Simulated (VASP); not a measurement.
## Pb: single point with PBE

Crystal: Pb.

```xyz
2
Lattice="0.0000 3.5311 3.5311 3.5311 0.0000 3.5311 3.5311 3.5311 0.0000" Properties=species:S:1:pos:R:3 pbc="T T T"
Pb   -0.8828   -0.8828   -0.8828
Pb    0.8828    0.8828    0.8828
```

```yaml
Program: VASP 6.6.1
Task: single point
Functional: PBE
Potentials_or_basis: VASP PAW PBE potentials, release 64 (Pb_d)
Cutoff: 520 eV
k_mesh: 11 × 11 × 11
Occupations: fermi-dirac, width 0.1 eV
Spin: no spin polarisation
Dipole_correction: no
Further_INCAR_settings: ALGO = Normal; EDIFF = 1e-07; NBANDS = 21
```

```json
{"Pressure": "0.0 GPa", "Band gap on the k mesh": "zero (band 14 reaches 4.02 eV, above the bottom of band 15 at 3.01 eV)"}
```

Levels at points of the mesh, in eV from the Fermi level:
```csv
k point,band 12,band 13,band 14,band 15,band 16,band 17
"(0.00, 0.00, 0.00)",-4.31,0.40,0.40,0.40,2.38,2.38
```

Run time: 65 s on 1 thread of AMD EPYC 9R45 96-Core Processor (Zen 5), on a shared host, peak memory 0.24 GiB.

Caveat: spin-orbit coupling is left out, which moves the levels of the heavy elements.
